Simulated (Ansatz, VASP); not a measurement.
**Two plane-wave programs on MoH6**

```
H Mo
1.0
     4.83032    0.00000    0.00000
     0.00000    2.15405    2.15334
     0.00000   -2.15405    2.15334
H Mo
6 1
Cartesian
  3.7797 -1.0750 1.6640
  1.0506 1.0750 1.6640
  3.7797 1.0750 1.6640
  1.0506 -1.0750 1.6640
  1.8581 0.0000 0.5807
  2.9722 0.0000 0.5807
  0.0000 0.0000 0.5847
```

Alike in both runs: functional PBE; k mesh 3 × 4 × 4; occupations gaussian, width 0.15 eV; no spin polarisation.

Ansatz relaxed the structure, and its values are those at the end. VASP's run is a single point on that final structure, the one shown.

```csv
,VASP,Ansatz
version,VASP 6.6.1,Ansatz 0.2.0
potentials or method,"VASP PAW PBE potentials, release 64 (H, Mo_sv), cutoff 500 eV","scalar-relativistic, plane waves, PAW"
valence electrons in the cell,20,20
```

```tsv
	VASP	Ansatz	Ansatz less VASP
gap on the k mesh at the Fermi level (eV)	none	none	-
pressure (GPa)	-0.2	0.0	+0.15
rms of the force components (eV/Å)	0.004	0.002	-0.0022
```

A gap of «none» marks a metal or a gap that the smearing closes.

The k mesh is coarse, so the values compare programs but aren't converged.
